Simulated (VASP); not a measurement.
Set up this calculation in VASP 6.6.1, as the native input.

```
Task                   : single point
Functional             : PBEsol
Potentials or basis    : VASP PAW PBE potentials, release 64 (Nb_sv)
Cutoff                 : 520 eV
k mesh                 : 10 × 10 × 1
Occupations            : fermi-dirac, width 0.05 eV
Spin                   : no spin polarisation
Dipole correction      : yes
Further INCAR settings : ALGO = Normal; EDIFF = 1e-07; NBANDS = 12
```

The structure of Nb lies in POSCAR:

```
Nb
1.0
    2.5586800000      0.0000000000      0.0000000000
    0.0000000000      2.5586100000      0.0000000000
    0.0000000000      0.0000000000     23.8000000000
Nb
1
Direct
    0.0000000000      0.5000000000      0.2941200000
```

The input as run:

INCAR

```
SYSTEM = Nb
  PREC = Accurate
  ENCUT = 520
  EDIFF = 1E-7
  ISMEAR = -1
  SIGMA = 0.05
  LREAL = .False.
  LASPH = .True.
  NELM = 80
  ALGO = Normal
  ISIF = 2
  LWAVE = .False.
  LCHARG = .False.
  LDIPOL = .True.
  IDIPOL = 3
  DIPOL = 0.5 0.5 0.294
  GGA = PS
  NBANDS = 12
```

KPOINTS

```
Automatic mesh
0
Gamma
  10 10 1
  0 0 0
```

Potentials or basis: VASP PAW PBE potentials, release 64 (Nb_sv).

Command:

```console
$ cat potpaw_PBE.64/Nb_sv/POTCAR > POTCAR
$ mpirun -np 1 vasp_std > vasp.out
```

Run time: 52 s on 1 thread of Intel(R) Xeon(R) 6975P-C (Granite Rapids), with other jobs on the host, peak memory 0.26 GiB.
